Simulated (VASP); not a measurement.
Here is a VASP 6.6.1 calculation.

File INCAR:

```
PREC = Accurate
ENCUT = 520
EDIFF = 1E-6
ISMEAR = 0
SIGMA = 0.05
LREAL = F
LASPH = T
NELM = 150
ALGO = Normal
ISIF = 2
LWAVE = F
LCHARG = F
ISPIN = 2
MAGMOM = 7 -7
LORBIT = 11
LMAXMIX = 6
LDAU = T
LDAUTYPE = 2
LDAUL = 3
LDAUU = 6
LDAUJ = 0
LDAUPRINT = 1
GGA = CA
NBANDS = 29
```

File KPOINTS:

```
Automatic mesh
0
Gamma
  4 4 3
```

POSCAR

```
Gd
1.0
    3.6399995402      0.0000000000      0.0000000000
   -1.8199997701      3.1523320716      0.0000000000
    0.0000000000      0.0000000000      5.7803192698
Gd
2
Direct
    0.3333333333      0.6666666667      0.7500000000
    0.6666666667      0.3333333333      0.2500000000
```

Potentials or basis: VASP PAW PBE potentials, release 64 (Gd).

Launch:

```bash
$ cat potpaw_PBE.64/Gd/POTCAR > POTCAR
$ mpirun -np 1 vasp_std > vasp.out
```

Predict the site moments.

Gd +7.06, -7.06 μB.

Estimate the net moment.

0.00 μB per cell.

Stress tensor (GPa, compression positive):
```
-3.71  0.00  0.00
 0.00 -3.71  0.00
 0.00  0.00 -4.13
```

Caveat: the k points lie up to 0.50 Å⁻¹ apart, too coarse for converged energies and pressures of a metal; the antiferromagnetic order is the one typed at the start, and another may lie lower; the PAW data sets were made with another functional, which shifts forces and pressure a little. The state reached can hang on the start; a lower one may exist.
